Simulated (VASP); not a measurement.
Wanted: the native input for a VASP 6.6.1 run.

```yaml
Task: single point
Functional: PBE
Potentials_or_basis: VASP PAW PBE potentials, release 64 (In_d, Sb)
Cutoff: 520 eV
k_mesh: 12 × 12 × 12
Occupations: gaussian, width 0.15 eV
Spin: no spin polarisation
Dipole_correction: no
Further_INCAR_settings: ALGO = Normal; EDIFF = 1e-06; NBANDS = 16
```

The structure of InSb lies in POSCAR:

```
InSb
1.0
    0.0000000000      3.2391000000      3.2391000000
    2.9151900000      0.0000000000      3.2391000000
    2.9151900000      3.2391000000      0.0000000000
In Sb
1 1
Direct
    0.0000000000      0.0000000000      0.0000000000
    0.7500000000      0.7500000000      0.7500000000
```

This cell differs from its parent crystal: strain -0.1000 x Voigt [1, 0, 0, 0, 0, 0].

The input as run:

INCAR

```
  ALGO = Normal
  EDIFF = 1E-6
  ENCUT = 520
  GGA = PE
  ISIF = 2
  ISMEAR = 0
  LASPH = T
  LCHARG = T
  LELF = T
  LREAL = F
  LVHAR = T
  LWAVE = F
  NBANDS = 16
  NELM = 100
  PREC = Accurate
  SIGMA = 0.15
```

KPOINTS

```
k-points
0
Gamma
  12 12 12
```

Potentials or basis: VASP PAW PBE potentials, release 64 (In_d, Sb).

The run is started by

```bash
$ cat potpaw_PBE.64/In_d/POTCAR potpaw_PBE.64/Sb/POTCAR > POTCAR
$ mpirun -np 1 vasp_std > vasp.out
```

Results of the run:

```
Pressure               : 9.7 GPa
Band gap on the k mesh : 0.07 eV
```

Caveat: the cell differs from its parent crystal (strain -0.1000 x Voigt [1, 0, 0, 0, 0, 0]); the cell stands under pressure; spin-orbit coupling is left out, which moves the levels of the heavy elements.

Run time: 48 s on 1 thread of Intel(R) Xeon(R) 6975P-C (Granite Rapids), on a shared host, peak memory 0.31 GiB.
